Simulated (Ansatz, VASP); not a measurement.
# GdN in VASP and in Ansatz

INCAR

```
PREC = Accurate ; ENCUT = 520
EDIFF = 1E-7 ; ISMEAR = 0
SIGMA = 0.05 ; LREAL = F
LASPH = T ; NELM = 150
ALGO = Normal ; ISIF = 2
LWAVE = F ; LCHARG = T
ISPIN = 2 ; MAGMOM = 7 0
LORBIT = 11 ; LMAXMIX = 6
LDAU = T ; LDAUTYPE = 2
LDAUL = 3 -1 ; LDAUU = 6 0
LDAUJ = 0 0 ; LDAUPRINT = 1
GGA = PE ; LELF = T
LVHAR = T ; NBANDS = 22
```

KPOINTS

```
Automatic mesh
0
Gamma
  8 8 8
```

POSCAR

```
GdN
1.0
    0.0000000000      2.4994985661      2.4994985661
    2.4994985661      0.0000000000      2.4994985661
    2.4994985661      2.4994985661      0.0000000000
Gd N
1 1
Direct
    0.5000000000      0.5000000000      0.5000000000
    0.0000000000      0.0000000000      0.0000000000
```

Input for Ansatz:

```yaml
crystal:
  lattice:
    - [0.0, 2.4994985661, 2.4994985661]
    - [2.4994985661, 0.0, 2.4994985661]
    - [2.4994985661, 2.4994985661, 0.0]
  atoms:
    - { symbol: Gd, position: [0.5, 0.5, 0.5], spin: 7.0 }
    - { symbol: "N", position: [0.0, 0.0, 0.0] }
basis:
  ecutwfc: 420
  ecutrho_ratio: 4
kpoints:
  mp_grid: { grid: [8, 8, 8] }
hamiltonian:
  xc: pbe
  hubbard: { sites: [{ species: Gd, l: f, u_eff: 6.0 }] }
scf:
  occupations: { method: gaussian, width: 0.05 }
  lower_state_search: "off"
output:
  forces: true
  stress: true
magnetization:
  spin_polarized: true
accuracy: medium
```

Alike in both runs: task single point; functional PBE; k mesh 8 × 8 × 8; occupations gaussian, width 0.05 eV; collinear spin; Hubbard terms Gd f U = 6.0 eV.

|  | VASP | Ansatz |
| --- | --- | --- |
| version | VASP 6.6.1 | Ansatz 0.2.0 |
| potentials or method | VASP PAW PBE potentials, release 64 (Gd, N), cutoff 520 eV | scalar-relativistic, plane waves, PAW |
| valence electrons in the cell | 23 | 23 |

```tsv
	VASP	Ansatz	Ansatz less VASP
pressure (GPa)	0.6	0.3	-0.34
net moment per atom (μB)	3.50	3.50	0.000
size of the moment on the site where the two differ most (μB)	6.87	6.94	+0.065
```

Site moments also hang on the region over which each program counts them. The programs project onto different local orbitals, so the same U acts differently, and such runs can settle in different states. Ansatz's warnings: filled band counts differ across k points.

Spin-orbit coupling is off throughout.
